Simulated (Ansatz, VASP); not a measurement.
Two plane-wave programs on Sb

```xyz
2
Lattice="3.4563 0.0000 0.0000 -1.7281 2.9932 0.0000 0.0000 0.0000 5.7233" Properties=species:S:1:pos:R:3 pbc="T T T"
Sb    0.0000    1.9955    1.4308
Sb    1.7281    0.9977    4.2925
```

Alike in both runs: task single point; functional PBE; k mesh 12 × 12 × 7; occupations fermi-dirac, width 0.1 eV; no spin polarisation.

|  | VASP | Ansatz |
| --- | --- | --- |
| version | VASP 6.6.1 | Ansatz 0.2.0 |
| potentials or method | VASP PAW PBE potentials, release 64 (Sb), cutoff 520 eV | plane waves (420 eV) with PAW, scalar-relativistic |
| valence electrons in the cell | 10 | 30 |

|  | VASP | Ansatz | Ansatz less VASP |
| --- | --- | --- | --- |
| pressure (GPa) | -3.8 | -3.7 | +0.12 |
| traceless stress, the component that is largest in VASP (GPa) | 0.37 | 0.38 | +0.003 |

The functional is the same, so the differences come from potentials, cutoffs and numerics. VASP's potentials hold 10 valence electrons a cell and Ansatz's 30, so a difference there can come from the potentials and not from the codes.

Neither program's run includes spin-orbit coupling.
